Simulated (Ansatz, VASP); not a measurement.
# Two plane-wave programs on HgTe

Contents of POSCAR:

```
HgTe
1.0
    0.0000000000      3.3806369703      3.3806369703
    3.3806369703      0.0000000000      3.3806369703
    3.3806369703      3.3806369703      0.0000000000
Hg Te
1 1
Direct
    0.0000000000      0.0000000000      0.0000000000
    0.2500000000      0.2500000000      0.2500000000
```

Contents of INCAR.step1:

```
SYSTEM = HgTe
  ALGO = Normal
  EDIFF = 1E-5
  ENCUT = 520
  GGA = PE
  ISIF = 2
  ISMEAR = -1
  LASPH = .TRUE.
  LREAL = .FALSE.
  LWAVE = .TRUE.
  NBANDS = 16
  NELM = 100
  PREC = Accurate
  SIGMA = 0.02
```

Contents of INCAR.step2:

```
SYSTEM = HgTe
  ALGO = Normal
  EDIFF = 1E-6
  ENCUT = 520
  GGA = PE
  HFSCREEN = 0.2079
  ISIF = 2
  ISMEAR = -1
  ISTART = 1
  LASPH = .TRUE.
  LCHARG = .TRUE.
  LELF = .TRUE.
  LHFCALC = .TRUE.
  LREAL = .FALSE.
  LVHAR = .TRUE.
  LWAVE = .FALSE.
  NBANDS = 16
  NELM = 100
  PREC = Accurate
  PRECFOCK = Normal
  SIGMA = 0.02
```

KPOINTS

```
k-points
0
G
  4 4 4
  0 0 0
```

Input for Ansatz:

```yaml
crystal:
  lattice:
    - [0.0, 3.3806369703, 3.3806369703]
    - [3.3806369703, 0.0, 3.3806369703]
    - [3.3806369703, 3.3806369703, 0.0]
  atoms:
    - { symbol: Hg, position: [0.0, 0.0, 0.0] }
    - { symbol: Te, position: [0.25, 0.25, 0.25] }
kpoints:
  mp_grid: { grid: [4, 4, 4] }
  band_path:
    path:
      - [0.0, 0.0, 0.0]
      - [-0.5, -0.5, 0.0]
      - [-0.375, -0.375, 0.25]
      - [-0.375, 0.0, 0.375]
      - [0.0, 0.0, 0.5]
      - [-0.5, -0.25, 0.25]
    npoints: 1
hamiltonian:
  xc: hse06
scf:
  occupations: { method: fermi_dirac, width: 0.02 }
  n_extra_bands: 4
output:
  forces: true
  stress: true
  eigenvalues: true
```

Change from the starting cell: hydrostatic strain +2.8%.

Alike in both runs: task single point; functional HSE06; k mesh 4 × 4 × 4; occupations fermi-dirac, width 0.02 eV; no spin polarisation.

```csv
,VASP,Ansatz
version,VASP 6.6.1,Ansatz 0.2.0
potentials or method,"VASP PAW PBE potentials, release 64 (Hg, Te)","plane waves, PAW"
plane-wave cutoff (eV),520,420
valence electrons in the cell,18,36
```

|  | VASP | Ansatz | Ansatz less VASP |
| --- | --- | --- | --- |
| pressure (GPa) | -2.6 | -2.6 | +0.08 |

VASP's potentials hold 18 valence electrons a cell and Ansatz's 36, so a difference there can come from the potentials and not from the codes. Ansatz's warnings: filled band counts differ across k points, stress exchange threshold loose, stress scf threshold loose.

The k mesh is coarse, so the values compare programs but aren't converged. Spin-orbit coupling is off throughout.
